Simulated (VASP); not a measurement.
Set up this calculation in VASP 6.6.1, as the native input.

| Item | Value |
| --- | --- |
| Task | single point |
| Functional | PBE |
| Potentials or basis | VASP PAW PBE potentials, release 64 (Pd) |
| Cutoff | 520 eV |
| k mesh | 7 × 7 × 7 |
| Occupations | fermi-dirac, width 0.05 eV |
| Spin | collinear spin, ferromagnetic start |
| Starting moments | [0.288] μB |
| Dipole correction | no |
| Further INCAR settings | ALGO = Normal; EDIFF = 1e-06; NBANDS = 15 |

The structure of Pd lies in POSCAR:

```
Pd
1.0
    0.0000000000      1.9737080107      1.9737080107
    1.9737080107      0.0000000000      1.9737080107
    1.9737080107      1.9737080107      0.0000000000
Pd
1
Direct
    0.0000000000      0.0000000000      0.0000000000
```

These files were run (other wordings do the same):

INCAR

```
SYSTEM = Pd
ALGO = Normal
EDIFF = 1E-6
ENCUT = 520
GGA = PE
ISIF = 2
ISMEAR = -1
ISPIN = 2
LASPH = .True.
LCHARG = .False.
LMAXMIX = 4
LORBIT = 11
LREAL = .False.
LWAVE = .False.
MAGMOM = 0.288
NBANDS = 15
NELM = 150
PREC = Accurate
SIGMA = 0.05
```

KPOINTS

```
k-points
0
Gamma
  7 7 7
  0 0 0
```

Potentials or basis: VASP PAW PBE potentials, release 64 (Pd).

Launch:

```sh
$ cat potpaw_PBE.64/Pd/POTCAR > POTCAR
$ mpirun -np 1 vasp_std > vasp.out
```

Results of the run:

```
Pressure                                              : 0.0 GPa
Net moment                                            : 0.36 μB per cell
Site moments                                          : Pd +0.36 μB
Valence electrons inside the program's atomic spheres : Pd 9.36
```

Caveat: the k points lie up to 0.39 Å⁻¹ apart.

Wall time 5.2 s on 1 thread of Intel(R) Xeon(R) 6975P-C (Granite Rapids) (shared host), peak memory 0.15 GiB.
